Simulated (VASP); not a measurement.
# In7P8 (a cell with a defect) in VASP: single point with PBE

Aim: the single point of In7P8 (a cell with a defect) with PBE.

All numbers are computed with VASP 6.6.1; they aren't measurements. Logs are shortened: lines on timing, memory, paths and dates and some standing lists are left out, and cuts for length are marked.

### 1 The cell of the first run

The cell holds a defect, 15 atoms: a = 8.193 Å, b = 8.193 Å, c = 8.193 Å, α = 60.00°, β = 60.00°, γ = 60.00°.

### 2 Single point, PBE

The input, INCAR:

```
PREC     = Accurate       # precision mode
ENCUT    = 520            # plane-wave cutoff, eV
EDIFF    = 1E-6           # SCF threshold, eV
ISMEAR   = -1             # smearing method
SIGMA    = 0.1            # smearing width, eV
LREAL    = Auto         
LASPH    = T              # aspherical terms in the spheres
NELM     = 100            # most SCF steps
ALGO     = Normal         # electronic algorithm
ISIF     = 2              # what is computed and relaxed
LWAVE    = F              # write WAVECAR
LCHARG   = F              # write CHGCAR
GGA      = PE             # functional
NBANDS   = 78             # bands
```

The input, KPOINTS:

```
regular mesh
0
Gamma
  2 2 2
```

The input, POSCAR:

```
In7P8
1.0
    0.0000000000      5.7931160000      5.7931160000
    5.7931160000      0.0000000000      5.7931160000
    5.7931160000      5.7931160000      0.0000000000
P In
8 7
Direct
    0.1262014260      0.1221403991      0.1262021164
    0.1578818722      0.1142207406      0.6142359311
    0.1261788992      0.6261281493      0.1262192920
    0.1261346225      0.6260531465      0.6223411546
    0.6143210321      0.1141220027      0.1581290621
    0.6142137496      0.1142354995      0.6143818801
    0.6223262231      0.6260459829      0.1262008218
    0.6142350680      0.6580120267      0.6142837464
   -0.0060344899      0.0064558521     -0.0062324835
   -0.0062413734      0.0063880993      0.5065508787
    0.0002823178      0.5000525624      0.0003007880
   -0.0061995134      0.4938470937      0.5065621852
    0.5065637388      0.0064057927     -0.0059656151
    0.5065266257      0.4937468022     -0.0060859303
    0.5065012508      0.4938324211      0.5065328400
```

Potentials or basis: VASP PAW PBE potentials, release 64 (P, In_d).

On the command line:

```sh
$ cat potpaw_PBE.64/P/POTCAR potpaw_PBE.64/In_d/POTCAR > POTCAR
$ mpirun -np 1 vasp_std > vasp.out
```

OUTCAR:

```text
PREC = Accurate
   ENCUT = 520
   EDIFF = 1E-6
   ISMEAR = -1
   LREAL = Auto
   LASPH = T
   NELM = 100
   ISIF = 2
   GGA = PE

 ion  position               nearest neighbor table
   1  0.126  0.122  0.126-  11 2.53  10 2.55   9 2.55  13 2.55
   2  0.158  0.114  0.614-   9 2.55  12 2.55  10 2.55
   3  0.126  0.626  0.126-  11 2.53   9 2.55  12 2.55  14 2.55
   4  0.126  0.626  0.622-  11 2.53  12 2.55  10 2.55  15 2.55
   5  0.614  0.114  0.158-  13 2.55  14 2.55   9 2.55
   6  0.614  0.114  0.614-  10 2.55  15 2.55  13 2.55
   7  0.622  0.626  0.126-  11 2.53  15 2.55  13 2.55  14 2.55
   8  0.614  0.658  0.614-  12 2.55  14 2.55  15 2.55
   9  0.994  0.006  0.994-   3 2.55   1 2.55   2 2.55   5 2.55  13 3.99  12 3.99  10 3.99  14 3.99
[... 8 lines left out ...]
  14  0.507  0.494  0.994-   3 2.55   7 2.55   5 2.55   8 2.55  13 3.99  12 3.99  15 3.99   9 3.99

  15  0.507  0.494  0.507-   7 2.55   4 2.55   6 2.55   8 2.55  12 3.99  10 3.99  14 3.99  13 3.99

  LATTYP: Found a face centered cubic cell.
 ALAT       =    11.5862320000

  Lattice vectors:

 A1 = (   0.0000000000,   5.7931160000,   5.7931160000)
 A2 = (   5.7931160000,   0.0000000000,   5.7931160000)
 A3 = (   5.7931160000,   5.7931160000,   0.0000000000)

Analysis of symmetry for initial positions (statically):
=====================================================================
 Subroutine PRICEL returns:
 Original cell was already a primitive cell.

 Routine SETGRP: Setting up the symmetry group for a
 face centered cubic supercell.

 Subroutine GETGRP returns: Found  1 space group operations
 (whereof  1 operations were pure point group operations)
 out of a pool of 48 trial point group operations.

The static configuration has the point symmetry C_1 .

Analysis of symmetry for dynamics (positions and initial velocities):
=====================================================================
 Subroutine PRICEL returns:
 Original cell was already a primitive cell.

 Routine SETGRP: Setting up the symmetry group for a
 face centered cubic supercell.

 Subroutine GETGRP returns: Found  1 space group operations
 (whereof  1 operations were pure point group operations)
 out of a pool of 48 trial point group operations.

The dynamic configuration has the point symmetry C_1 .

 Subroutine INISYM returns: Found  1 space group operations
 (whereof  1 operations are pure point group operations),
 and found     1 'primitive' translations

----------------------------------------------------------------------------------------

                                     Primitive cell

  volume of cell :     388.8362

  direct lattice vectors                    reciprocal lattice vectors
     0.000000000  5.793116000  5.793116000    -0.086309337  0.086309337  0.086309337
     5.793116000  0.000000000  5.793116000     0.086309337 -0.086309337  0.086309337
     5.793116000  5.793116000  0.000000000     0.086309337  0.086309337 -0.086309337

  length of vectors
     8.192703216  8.192703216  8.192703216     0.149492157  0.149492157  0.149492157

  position of ions in fractional coordinates (direct lattice)
     0.126201426  0.122140399  0.126202116
     0.157881872  0.114220741  0.614235931
     0.126178899  0.626128149  0.126219292
     0.126134622  0.626053146  0.622341155
     0.614321032  0.114122003  0.158129062
     0.614213750  0.114235499  0.614381880
     0.622326223  0.626045983  0.126200822
     0.614235068  0.658012027  0.614283746
     0.993965510  0.006455852  0.993767517
     0.993758627  0.006388099  0.506550879
     0.000282318  0.500052562  0.000300788
     0.993800487  0.493847094  0.506562185
     0.506563739  0.006405793  0.994034385
     0.506526626  0.493746802  0.993914070
     0.506501251  0.493832421  0.506532840

  ion indices of the primitive-cell ions
   primitive index   ion index
                 1           1
                 2           2
                 3           3
                 4           4
                 5           5
                 6           6
                 7           7
                 8           8
                 9           9
                10          10
                11          11
                12          12
                13          13
                14          14
                15          15

----------------------------------------------------------------------------------------

 KPOINTS: regular mesh

Automatic generation of k-mesh.
 Grid dimensions read from file:
 generate k-points for:    2    2    2

 Generating k-lattice:

  Cartesian coordinates                     Fractional coordinates (reciprocal lattice)
    -0.043154668  0.043154668  0.043154668     0.500000000  0.000000000  0.000000000
     0.043154668 -0.043154668  0.043154668     0.000000000  0.500000000  0.000000000
     0.043154668  0.043154668 -0.043154668     0.000000000  0.000000000  0.500000000

  Length of vectors
     0.074746078  0.074746078  0.074746078

  Shift w.r.t. Gamma in fractional coordinates (k-lattice)
     0.000000000  0.000000000  0.000000000

 Subroutine IBZKPT returns following result:
 ===========================================

 Found      8 irreducible k-points:

 Following reciprocal coordinates:
            Coordinates               Weight
  0.000000  0.000000  0.000000      1.000000
  0.500000  0.000000  0.000000      1.000000
  0.000000  0.500000  0.000000      1.000000
  0.000000  0.000000  0.500000      1.000000
  0.500000  0.500000  0.500000      1.000000
  0.500000  0.500000  0.000000      1.000000
  0.000000  0.500000  0.500000      1.000000
  0.500000  0.000000  0.500000      1.000000
   k-points           NKPTS =      8   k-points in BZ     NKDIM =      8   number of bands    NBANDS=     78
   number of dos      NEDOS =    301   number of ions     NIONS =     15
   total plane-waves  NPLWV = 262144
   dimension x,y,z NGX =    64 NGY =   64 NGZ =   64
   dimension x,y,z NGXF=   128 NGYF=  128 NGZF=  128
   ions per type =               8   7
   NGX,Y,Z   is equivalent  to a cutoff of  12.99, 12.99, 12.99 a.u.
   NGXF,Y,Z  is equivalent  to a cutoff of  25.97, 25.97, 25.97 a.u.
 SYSTEM =  unknown system
   PREC   = accura    normal or accurate (medium, high low for compatibility)
   ISTART =      0    job   : 0-new  1-cont  2-samecut
   ICHARG =      2    charge: 1-file 2-atom 10-const
   ISPIN  =      1    spin polarized calculation?
   LNONCOLLINEAR =      F non collinear calculations
   LSORBIT =      F    spin-orbit coupling
   LASPH  =      T    aspherical Exc in radial PAW
   ENCUT  =  520.0 eV  38.22 Ry    6.18 a.u.  15.23 15.23 15.23*2*pi/ulx,y,z
   NELM   =    100;   NELMIN=  2; NELMDL= -5     # of ELM steps
   EDIFF  = 0.1E-05   stopping-criterion for ELM
   LREAL  =      T    real-space projection
   EDIFFG = 0.1E-04   stopping-criterion for IOM
   NSW    =      0    number of steps for IOM
   IBRION =     -1    ionic relax: 0-MD 1-quasi-New 2-CG
   NFREE  =      0    steps in history (QN), initial steepest desc. (CG)
   ISIF   =      2    stress and relaxation
   ISYM   =      2    0-nonsym 1-usesym 2-fastsym
   POTIM  = 0.5000    time-step for ionic-motion
   TEBEG  =    0.0;   TEEND  =   0.0 temperature during run
   PSTRESS=    0.0 pullay stress
   NELECT =     131.0000    total number of electrons
   NUPDOWN=      -1.0000    fix difference up-down
   EMIN   =  10.00;   EMAX   =-10.00  energy-range for DOS
   EFERMI =   0.00;   METHOD = LEGACY
   ISMEAR =    -1;   SIGMA  =   0.10  broadening in eV -4-tet -1-fermi 0-gaus
   EFERMI_NEDOS =   21; number of points for ismear=-14 and -15
   IALGO  =     38    algorithm
   IMIX   =      4    mixing-type and parameters
     AMIX     =   0.40;   BMIX     =  1.00
     AMIX_MAG =   1.60;   BMIX_MAG =  1.00
  volume/ion in A,a.u.               =      25.92       174.93
  Fermi-wavevector in a.u.,A,eV,Ry     =   1.139138  2.152659 17.655404  1.297636
  Thomas-Fermi vector in A             =   2.275842
   LORBIT       =      0    0 simple, 1 ext, 2 COOP (PROOUT), +10 PAW based schemes
   GGA     = PE    functional components
   LHFCALC =     F    Hartree Fock is set to
   AEXX    =    0.0000 exact exchange contribution
   IVDW    =     0    specifies the selected vdW correction
   LEPSILON=     F    determine dielectric tensor
   LRPA    =     F    only Hartree local field effects (RPA)
 non-spin polarized calculation
  energy-cutoff  :      520.00
  volume of cell :      388.84
 maximum number of plane-waves:     10489
 NGX is ok and might be reduce to    64
   NGX = 31   NGY = 31   NGZ = 31

 number of electron     130.9999983 magnetization

 Free energy of the ion-electron system (eV)
  ---------------------------------------------------
  ext. energy  EPLUGINS =         0.00000000
  ---------------------------------------------------
  free energy    TOTEN  =       -60.18231257 eV

  energy without entropy =      -59.90665412  energy(sigma->0) =      -60.04448335

 E-fermi :   4.5186     XC(G=0):  -9.1407

 val. band max:        4.3797265274   @ k =   0.5000   0.0000   0.5000
 cond. band min:       4.6699729416   @ k =   0.0000   0.5000   0.0000
 fundamental gap:      0.2902464141
 Fermi energy:         4.5186104773

 k-point     1 :       0.0000    0.0000    0.0000
  band No.  band energies     occupation
      1      -9.6614      2.00000
      2      -9.6612      2.00000
      3      -9.6612      2.00000
      4      -9.6220      2.00000
      5      -9.5481      2.00000
      6      -9.5480      2.00000
[... 629 lines left out ...]
     76       9.0473      0.00000
     77       9.0478      0.00000
 [bands above 77 left out]

------------------------ aborting loop because EDIFF is reached ----------------------------------------

  FORCE on cell =-STRESS in cart. coord.  units (eV):
  Direction    XX          YY          ZZ          XY          YZ          ZX
  --------------------------------------------------------------------------------------
  -------------------------------------------------------------------------------------
  Total        4.5581378      4.5649816      4.5582645      0.0019474      0.0054440      0.0049414
  in kB       18.7815471     18.8097465     18.7820692      0.0080241      0.0224318      0.0203608
  external PRESSURE =      18.7911209 kB  Pullay stress =       0.0000000 kB

 VOLUME and BASIS-vectors are now :
 -----------------------------------------------------------------------------
  energy-cutoff  :      520.00
  volume of cell :      388.84
      direct lattice vectors                 reciprocal lattice vectors
     0.000000000  5.793116000  5.793116000    -0.086309337  0.086309337  0.086309337
     5.793116000  0.000000000  5.793116000     0.086309337 -0.086309337  0.086309337
     5.793116000  5.793116000  0.000000000     0.086309337  0.086309337 -0.086309337

 POSITION                                       TOTAL-FORCE (eV/Angst)
 -----------------------------------------------------------------------------------
      1.43868      1.46220      1.43867        -0.000142     -0.001509      0.000439
      4.22003      4.47297      1.57632        -0.001807     -0.002183      0.000765
      4.35844      1.46217      4.35820        -0.002584     -0.000577     -0.001033
      7.23209      4.33601      4.35751         0.001325      0.002535     -0.001466
      1.57718      4.47489      4.21995        -0.001297     -0.001673      0.001548
      4.22096      7.11740      4.21999        -0.000209     -0.001196     -0.003025
      4.35785      4.33630      7.23197        -0.002797     -0.000167      0.001176
      7.37056      7.11695      7.37028        -0.001250     -0.002092     -0.004091
      5.79441     11.51517      5.79556         0.004864      0.002356     -0.002109
      2.97152      8.69147      5.79397        -0.007236     -0.001266      0.001617
      2.89860      0.00338      2.89850         0.005351      0.009807      0.005605
      5.79549      8.69177      8.61811        -0.001819     -0.000733      0.003075
      5.79567      8.69314      2.97169         0.002306      0.000745     -0.005806
      8.61819      8.69223      5.79470         0.004587      0.000248      0.002449
      5.79523      5.86862      5.79505         0.000708     -0.004296      0.000855
 -----------------------------------------------------------------------------------
    total drift:                                0.009555      0.009108      0.009209

  FREE ENERGIE OF THE ION-ELECTRON SYSTEM (eV)
  ---------------------------------------------------
  free  energy   TOTEN  =       -60.1823125725 eV

  energy  without entropy=      -59.9066541206  energy(sigma->0) =      -60.04448335
```

Wall time 2.8 min (1 thread of Intel Xeon 6975P-C (Granite Rapids), shared host); peak memory 0.61 GiB.

What came out:

| Item | Value |
| --- | --- |
| Free energy | -60.1823 eV |
| Pressure | 1.9 GPa |
| Largest force | 0.012 eV/Å |

Forces in eV/Å, atoms in the order of the input:
```
P    0.000 -0.002  0.000
P   -0.002 -0.002  0.001
P   -0.003 -0.001 -0.001
P    0.001  0.003 -0.001
P   -0.001 -0.002  0.002
P    0.000 -0.001 -0.003
P   -0.003  0.000  0.001
P   -0.001 -0.002 -0.004
In   0.005  0.002 -0.002
In  -0.007 -0.001  0.002
In   0.005  0.010  0.006
In  -0.002 -0.001  0.003
In   0.002  0.001 -0.006
In   0.005  0.000  0.002
In   0.001 -0.004  0.001
```

Levels at points of the mesh, in eV from the Fermi level:
```
           k point  band 61  band 62  band 63  band 64  band 65  band 66  band 67  band 68  band 69  band 70
(0.00, 0.00, 0.00)    -0.52    -0.24    -0.24    -0.24     0.45     0.45     0.45     1.40     1.93     1.93
(0.50, 0.00, 0.00)    -1.31    -0.94    -0.94    -0.20    -0.20     0.15     0.15     2.31     2.40     2.85
(0.00, 0.50, 0.00)    -1.32    -0.94    -0.94    -0.19    -0.19     0.15     0.15     2.32     2.40     2.85
(0.00, 0.00, 0.50)    -1.32    -0.94    -0.94    -0.19    -0.19     0.15     0.15     2.32     2.40     2.85
(0.50, 0.50, 0.50)    -1.31    -0.94    -0.94    -0.20    -0.19     0.15     0.15     2.32     2.40     2.85
(0.50, 0.50, 0.00)    -1.01    -0.97    -0.97    -0.77    -0.53    -0.14    -0.14     2.92     3.00     3.46
(0.00, 0.50, 0.50)    -1.01    -0.97    -0.97    -0.77    -0.53    -0.14    -0.14     2.92     3.00     3.46
(0.50, 0.00, 0.50)    -1.01    -0.97    -0.97    -0.77    -0.53    -0.14    -0.14     2.92     3.00     3.46
```

Caveat: the k points lie up to 0.47 Å⁻¹ apart; spin-orbit coupling is left out, which moves the levels of the heavy elements.
